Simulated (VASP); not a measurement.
# Ti2C (Fd-3m) in VASP: notebook

Runs on Ti2C. Level: PBEsol. Tasks: single point.

All numbers are computed with VASP 6.6.1; they aren't measurements. Logs are shortened: lines on timing, memory, paths and dates and some standing lists are left out, and cuts for length are marked.

### Step 1. The cell of the first run

Symmetry: Fd-3m, No. 227, cubic system. Conventional cell: a = 8.634 Å, b = 8.634 Å, c = 8.634 Å, α = 90.00°, β = 90.00°, γ = 90.00°. Ti (site symmetry 3m) has 3 C at 2.10 Å and 3 Ti at 2.88 Å within 2.9 Å. C (site symmetry -3m) has 6 Ti at 2.10 Å within 2.8 Å.

### Step 2. Single point, PBEsol (13.41 Å³/atom)

The input, INCAR:

```
SYSTEM = Ti2C
PREC = Accurate
ENCUT = 520
EDIFF = 1E-6
ISMEAR = 0
SIGMA = 0.1
LREAL = .False.
LASPH = .True.
NELM = 80
ALGO = Normal
ISIF = 2
LWAVE = .False.
LCHARG = .False.
GGA = PS
NBANDS = 68
```

The input, KPOINTS:

```
regular mesh
0
Gamma
  8 8 8
  0 0 0
```

The input, POSCAR:

```
Ti2C
1.0
    0.0000000000      4.3168951053      4.3168951053
    4.3168951053      0.0000000000      4.3168951053
    4.3168951053      4.3168951053      0.0000000000
Ti C
8 4
Direct
    0.8544125333      0.3818624889      0.3818624889
    0.3818624889      0.3818624889      0.3818624889
    0.3818624889      0.3818624889      0.8544125333
    0.8681375111      0.3955874667      0.8681375111
    0.8681375111      0.8681375111      0.8681375111
    0.3955874667      0.8681375111      0.8681375111
    0.8681375111      0.8681375111      0.3955874667
    0.3818624889      0.8544125333      0.3818624889
    0.6250000000      0.6250000000      0.6250000000
    0.1250000000      0.6250000000      0.6250000000
    0.6250000000      0.6250000000      0.1250000000
    0.6250000000      0.1250000000      0.6250000000
```

Potentials or basis: VASP PAW PBE potentials, release 64 (Ti_sv, C).

Command:

```
> cat potpaw_PBE.64/Ti_sv/POTCAR potpaw_PBE.64/C/POTCAR > POTCAR
> mpirun -np 1 vasp_std > vasp.out
```

OUTCAR:

```text
SYSTEM = Ti2C
   PREC = Accurate
   ENCUT = 520
   EDIFF = 1E-6
   ISMEAR = 0
   LREAL = .False.
   LASPH = .True.
   NELM = 80
   ISIF = 2
   GGA = PS

 ion  position               nearest neighbor table
   1  0.854  0.382  0.382-  11 2.10  12 2.10   9 2.10   2 2.88   3 2.88   8 2.88
   2  0.382  0.382  0.382-  10 2.10  11 2.10  12 2.10   1 2.88   3 2.88   8 2.88
   3  0.382  0.382  0.854-  10 2.10  12 2.10   9 2.10   1 2.88   2 2.88   8 2.88
   4  0.868  0.396  0.868-  10 2.10  11 2.10   9 2.10   5 2.88   6 2.88   7 2.88
   5  0.868  0.868  0.868-  10 2.10  11 2.10  12 2.10   4 2.88   6 2.88   7 2.88
   6  0.396  0.868  0.868-  11 2.10  12 2.10   9 2.10   4 2.88   5 2.88   7 2.88
   7  0.868  0.868  0.396-  10 2.10  12 2.10   9 2.10   4 2.88   5 2.88   6 2.88
   8  0.382  0.854  0.382-  10 2.10  11 2.10   9 2.10   1 2.88   2 2.88   3 2.88
   9  0.625  0.625  0.625-   1 2.10   3 2.10   4 2.10   6 2.10   7 2.10   8 2.10
  10  0.125  0.625  0.625-   3 2.10   4 2.10   7 2.10   8 2.10   2 2.10   5 2.10
  11  0.625  0.625  0.125-   1 2.10   4 2.10   6 2.10   8 2.10   2 2.10   5 2.10
  12  0.625  0.125  0.625-   1 2.10   3 2.10   6 2.10   7 2.10   2 2.10   5 2.10

  LATTYP: Found a face centered cubic cell.
 ALAT       =     8.6337902106

  Lattice vectors:

 A1 = (   0.0000000000,   4.3168951053,   4.3168951053)
 A2 = (   4.3168951053,   0.0000000000,   4.3168951053)
 A3 = (   4.3168951053,   4.3168951053,   0.0000000000)

Analysis of symmetry for initial positions (statically):
=====================================================================
 Subroutine PRICEL returns:
 Original cell was already a primitive cell.

 Routine SETGRP: Setting up the symmetry group for a
 face centered cubic supercell.

 Subroutine GETGRP returns: Found 48 space group operations
 (whereof 24 operations were pure point group operations)
 out of a pool of 48 trial point group operations.

The static configuration has the point symmetry T_d .
 The point group associated with its full space group is O_h .

Analysis of symmetry for dynamics (positions and initial velocities):
=====================================================================
 Subroutine PRICEL returns:
 Original cell was already a primitive cell.

 Routine SETGRP: Setting up the symmetry group for a
 face centered cubic supercell.

 Subroutine GETGRP returns: Found 48 space group operations
 (whereof 24 operations were pure point group operations)
 out of a pool of 48 trial point group operations.

The dynamic configuration has the point symmetry T_d .
 The point group associated with its full space group is O_h .

 Subroutine INISYM returns: Found 48 space group operations
 (whereof 24 operations are pure point group operations),
 and found     1 'primitive' translations

----------------------------------------------------------------------------------------

                                     Primitive cell

  volume of cell :     160.8957

  direct lattice vectors                    reciprocal lattice vectors
     0.000000000  4.316895105  4.316895105    -0.115823986  0.115823986  0.115823986
     4.316895105  0.000000000  4.316895105     0.115823986 -0.115823986  0.115823986
     4.316895105  4.316895105  0.000000000     0.115823986  0.115823986 -0.115823986

  length of vectors
     6.105011605  6.105011605  6.105011605     0.200613029  0.200613029  0.200613029

  position of ions in fractional coordinates (direct lattice)
     0.854412533  0.381862489  0.381862489
     0.381862489  0.381862489  0.381862489
     0.381862489  0.381862489  0.854412533
     0.868137511  0.395587467  0.868137511
     0.868137511  0.868137511  0.868137511
     0.395587467  0.868137511  0.868137511
     0.868137511  0.868137511  0.395587467
     0.381862489  0.854412533  0.381862489
     0.625000000  0.625000000  0.625000000
     0.125000000  0.625000000  0.625000000
     0.625000000  0.625000000  0.125000000
     0.625000000  0.125000000  0.625000000

  ion indices of the primitive-cell ions
   primitive index   ion index
                 1           1
                 2           2
                 3           3
                 4           4
                 5           5
                 6           6
                 7           7
                 8           8
                 9           9
                10          10
                11          11
                12          12

----------------------------------------------------------------------------------------

 KPOINTS: regular mesh

Automatic generation of k-mesh.
 Grid dimensions read from file:
 generate k-points for:    8    8    8

 Generating k-lattice:

  Cartesian coordinates                     Fractional coordinates (reciprocal lattice)
    -0.014477998  0.014477998  0.014477998     0.125000000  0.000000000  0.000000000
     0.014477998 -0.014477998  0.014477998     0.000000000  0.125000000  0.000000000
     0.014477998  0.014477998 -0.014477998     0.000000000  0.000000000  0.125000000

  Length of vectors
     0.025076629  0.025076629  0.025076629

  Shift w.r.t. Gamma in fractional coordinates (k-lattice)
     0.000000000  0.000000000  0.000000000

 Subroutine IBZKPT returns following result:
 ===========================================

 Found     29 irreducible k-points:

 Following reciprocal coordinates:
            Coordinates               Weight
  0.000000  0.000000  0.000000      1.000000
  0.125000  0.000000  0.000000      8.000000
  0.250000  0.000000  0.000000      8.000000
  0.375000  0.000000  0.000000      8.000000
  0.500000  0.000000  0.000000      4.000000
  0.125000  0.125000  0.000000      6.000000
[... 16 lines left out ...]
  0.500000  0.250000  0.125000     48.000000
 -0.375000  0.250000  0.125000     24.000000
 [... further k-points ...]
   k-points           NKPTS =     29   k-points in BZ     NKDIM =     29   number of bands    NBANDS=     68
   number of dos      NEDOS =    301   number of ions     NIONS =     12
   total plane-waves  NPLWV = 110592
   dimension x,y,z NGX =    48 NGY =   48 NGZ =   48
   dimension x,y,z NGXF=    96 NGYF=   96 NGZF=   96
   ions per type =               8   4
   NGX,Y,Z   is equivalent  to a cutoff of  13.07, 13.07, 13.07 a.u.
   NGXF,Y,Z  is equivalent  to a cutoff of  26.14, 26.14, 26.14 a.u.
 SYSTEM =  Ti2C
   PREC   = accura    normal or accurate (medium, high low for compatibility)
   ISTART =      0    job   : 0-new  1-cont  2-samecut
   ICHARG =      2    charge: 1-file 2-atom 10-const
   ISPIN  =      1    spin polarized calculation?
   LNONCOLLINEAR =      F non collinear calculations
   LSORBIT =      F    spin-orbit coupling
   LASPH  =      T    aspherical Exc in radial PAW
   ENCUT  =  520.0 eV  38.22 Ry    6.18 a.u.  11.35 11.35 11.35*2*pi/ulx,y,z
   NELM   =     80;   NELMIN=  2; NELMDL= -5     # of ELM steps
   EDIFF  = 0.1E-05   stopping-criterion for ELM
   LREAL  =      F    real-space projection
   EDIFFG = 0.1E-04   stopping-criterion for IOM
   NSW    =      0    number of steps for IOM
   IBRION =     -1    ionic relax: 0-MD 1-quasi-New 2-CG
   NFREE  =      0    steps in history (QN), initial steepest desc. (CG)
   ISIF   =      2    stress and relaxation
   ISYM   =      2    0-nonsym 1-usesym 2-fastsym
   POTIM  = 0.5000    time-step for ionic-motion
   TEBEG  =    0.0;   TEEND  =   0.0 temperature during run
   PSTRESS=    0.0 pullay stress
   NELECT =     112.0000    total number of electrons
   NUPDOWN=      -1.0000    fix difference up-down
   EMIN   =  10.00;   EMAX   =-10.00  energy-range for DOS
   EFERMI =   0.00;   METHOD = LEGACY
   ISMEAR =     0;   SIGMA  =   0.10  broadening in eV -4-tet -1-fermi 0-gaus
   EFERMI_NEDOS =   21; number of points for ismear=-14 and -15
   IALGO  =     38    algorithm
   IMIX   =      4    mixing-type and parameters
     AMIX     =   0.40;   BMIX     =  1.00
     AMIX_MAG =   1.60;   BMIX_MAG =  1.00
  volume/ion in A,a.u.               =      13.41        90.48
  Fermi-wavevector in a.u.,A,eV,Ry     =   1.450884  2.741773 28.641138  2.105064
  Thomas-Fermi vector in A             =   2.568445
   LORBIT       =      0    0 simple, 1 ext, 2 COOP (PROOUT), +10 PAW based schemes
   GGA     = PS    functional components
   LHFCALC =     F    Hartree Fock is set to
   AEXX    =    0.0000 exact exchange contribution
   IVDW    =     0    specifies the selected vdW correction
   LEPSILON=     F    determine dielectric tensor
   LRPA    =     F    only Hartree local field effects (RPA)
 non-spin polarized calculation
 Gauss-broadening in eV      SIGMA  =   0.10
  energy-cutoff  :      520.00
  volume of cell :      160.90
 maximum number of plane-waves:      4364
 NGX is ok and might be reduce to    48
   NGX = 23   NGY = 23   NGZ = 23

 number of electron     111.9999997 magnetization

 Free energy of the ion-electron system (eV)
  ---------------------------------------------------
  ext. energy  EPLUGINS =         0.00000000
  ---------------------------------------------------
  free energy    TOTEN  =      -113.77501168 eV

  energy without entropy =     -113.75541114  energy(sigma->0) =     -113.76521141

 E-fermi :   7.9882     XC(G=0): -11.8589

 val. band max:        7.9309066125   @ k =   0.3750   0.2500   0.1250
 cond. band min:       8.0105930420   @ k =   0.2500   0.2500   0.0000
 fundamental gap:      0.0796864295
 Fermi energy:         7.9881536999

 k-point     1 :       0.0000    0.0000    0.0000
  band No.  band energies     occupation
      1     -48.4811      2.00000
      2     -48.4070      2.00000
      3     -48.3940      2.00000
      4     -48.3940      2.00000
      5     -48.3940      2.00000
      6     -48.3696      2.00000
[... 60 lines left out ...]
     67      10.9149      0.00000
     68      10.9320      0.00000
[... 1631 lines left out ...]
     67      10.2651      0.00000
     68      10.3299      0.00000

 [... further k-points ...]

------------------------ aborting loop because EDIFF is reached ----------------------------------------

  FORCE on cell =-STRESS in cart. coord.  units (eV):
  Direction    XX          YY          ZZ          XY          YZ          ZX
  --------------------------------------------------------------------------------------
  -------------------------------------------------------------------------------------
  Total       -4.0287202     -4.0287202     -4.0287202     -0.0000000      0.0000000     -0.0000000
  in kB      -40.1174395    -40.1174395    -40.1174395     -0.0000000      0.0000000     -0.0000000
  external PRESSURE =     -40.1174395 kB  Pullay stress =       0.0000000 kB

 VOLUME and BASIS-vectors are now :
 -----------------------------------------------------------------------------
  energy-cutoff  :      520.00
  volume of cell :      160.90
      direct lattice vectors                 reciprocal lattice vectors
     0.000000000  4.316895105  4.316895105    -0.115823986  0.115823986  0.115823986
     4.316895105  0.000000000  4.316895105     0.115823986 -0.115823986  0.115823986
     4.316895105  4.316895105  0.000000000     0.115823986  0.115823986 -0.115823986

 POSITION                                       TOTAL-FORCE (eV/Angst)
 -----------------------------------------------------------------------------------
      3.29692      5.33687      5.33687        -0.013967      0.013967      0.013967
      3.29692      3.29692      3.29692        -0.013967     -0.013967     -0.013967
      5.33687      5.33687      3.29692         0.013967      0.013967     -0.013967
      5.45537      7.49532      5.45537        -0.013967      0.013967     -0.013967
      7.49532      7.49532      7.49532         0.013967      0.013967      0.013967
      7.49532      5.45537      5.45537         0.013967     -0.013967     -0.013967
      5.45537      5.45537      7.49532        -0.013967     -0.013967      0.013967
      5.33687      3.29692      5.33687         0.013967     -0.013967      0.013967
      5.39612      5.39612      5.39612         0.000000      0.000000      0.000000
      5.39612      3.23767      3.23767         0.000000      0.000000      0.000000
      3.23767      3.23767      5.39612         0.000000      0.000000      0.000000
      3.23767      5.39612      3.23767         0.000000      0.000000      0.000000
 -----------------------------------------------------------------------------------
    total drift:                                0.000000      0.000000      0.000000

  FREE ENERGIE OF THE ION-ELECTRON SYSTEM (eV)
  ---------------------------------------------------
  free  energy   TOTEN  =      -113.7750116817 eV

  energy  without entropy=     -113.7554111375  energy(sigma->0) =     -113.76521141
```

Wall time 4.2 min (1 thread of Intel Xeon 6975P-C (Granite Rapids), shared host); peak memory 0.44 GiB.

What came out:

```
Free energy            : -113.7750 eV
Pressure               : -4.0 GPa
Largest force          : 0.024 eV/Å
Band gap on the k mesh : zero (bands 56 and 57 overlap by 0.40 eV)
```

Forces on the atoms (eV/Å):
```
Ti  -0.014  0.014  0.014
Ti  -0.014 -0.014 -0.014
Ti   0.014  0.014 -0.014
Ti  -0.014  0.014 -0.014
Ti   0.014  0.014  0.014
Ti   0.014 -0.014 -0.014
Ti  -0.014 -0.014  0.014
Ti   0.014 -0.014  0.014
C    0.000  0.000  0.000
C    0.000  0.000  0.000
C    0.000  0.000  0.000
C    0.000  0.000  0.000
```

Caveat: the cell stands under tension; the PAW data sets were made with another functional, which shifts forces and pressure a little.

### Step 3. Single point, PBEsol (13.80 Å³/atom)

This run uses another cell than the first one, of 13.80 Å³/atom.

The input, INCAR:

```
  PREC = Accurate
  ENCUT = 520
  EDIFF = 1E-7
  ISMEAR = 0
  SIGMA = 0.1
  LREAL = F
  LASPH = T
  NELM = 60
  ALGO = Normal
  ISIF = 2
  LWAVE = F
  LCHARG = F
  GGA = PS
  NBANDS = 68
```

The input, KPOINTS:

```
Automatic mesh
0
Gamma
  8 8 8
```

The input, POSCAR:

```
Ti2C
1.0
    0.0000000000      4.3584062586      4.3584062586
    4.3584062586      0.0000000000      4.3584062586
    4.3584062586      4.3584062586      0.0000000000
Ti C
8 4
Direct
    0.8515585031      0.3828138323      0.3828138323
    0.3828138323      0.3828138323      0.3828138323
    0.3828138323      0.3828138323      0.8515585031
    0.8671861677      0.3984414969      0.8671861677
    0.8671861677      0.8671861677      0.8671861677
    0.3984414969      0.8671861677      0.8671861677
    0.8671861677      0.8671861677      0.3984414969
    0.3828138323      0.8515585031      0.3828138323
    0.6250000000      0.6250000000      0.6250000000
    0.1250000000      0.6250000000      0.6250000000
    0.6250000000      0.6250000000      0.1250000000
    0.6250000000      0.1250000000      0.6250000000
```

Potentials or basis: VASP PAW PBE potentials, release 64 (Ti_sv, C).

Command:

```
> cat potpaw_PBE.64/Ti_sv/POTCAR potpaw_PBE.64/C/POTCAR > POTCAR
> mpirun -np 1 vasp_std > vasp.out
```

It took 4.4 min on 1 thread of Intel Xeon 6975P-C (Granite Rapids), shared host; peak memory 0.44 GiB.

The run converged. Its results:

```yaml
Free_energy: -113.6043 eV
Pressure: -7.5 GPa
Largest_force: 0.024 eV/Å
Band_gap_on_the_k_mesh: zero (bands 56 and 57 overlap by 0.38 eV)
```

Forces in eV/Å, atoms in the order of the input:
```
Ti  -0.014  0.014  0.014
Ti  -0.014 -0.014 -0.014
Ti   0.014  0.014 -0.014
Ti  -0.014  0.014 -0.014
Ti   0.014  0.014  0.014
Ti   0.014 -0.014 -0.014
Ti  -0.014 -0.014  0.014
Ti   0.014 -0.014  0.014
C    0.000  0.000  0.000
C    0.000  0.000  0.000
C    0.000  0.000  0.000
C    0.000  0.000  0.000
```

Levels at points of the mesh, in eV from the Fermi level:
| k point | band 54 | band 55 | band 56 | band 57 | band 58 | band 59 |
| --- | --- | --- | --- | --- | --- | --- |
| (0.00, 0.00, 0.00) | -0.60 | -0.60 | 0.30 | 0.71 | 0.71 | 0.71 |
| (0.50, 0.00, 0.00) | -0.68 | -0.68 | -0.26 | 0.44 | 0.72 | 0.72 |
| (0.50, 0.50, 0.00) | -0.60 | -0.48 | -0.48 | 0.36 | 0.36 | 0.57 |

Caveat: the cell stands under tension; the PAW data sets were made with another functional, which shifts forces and pressure a little.

(Part 1 of 2 ends here.)
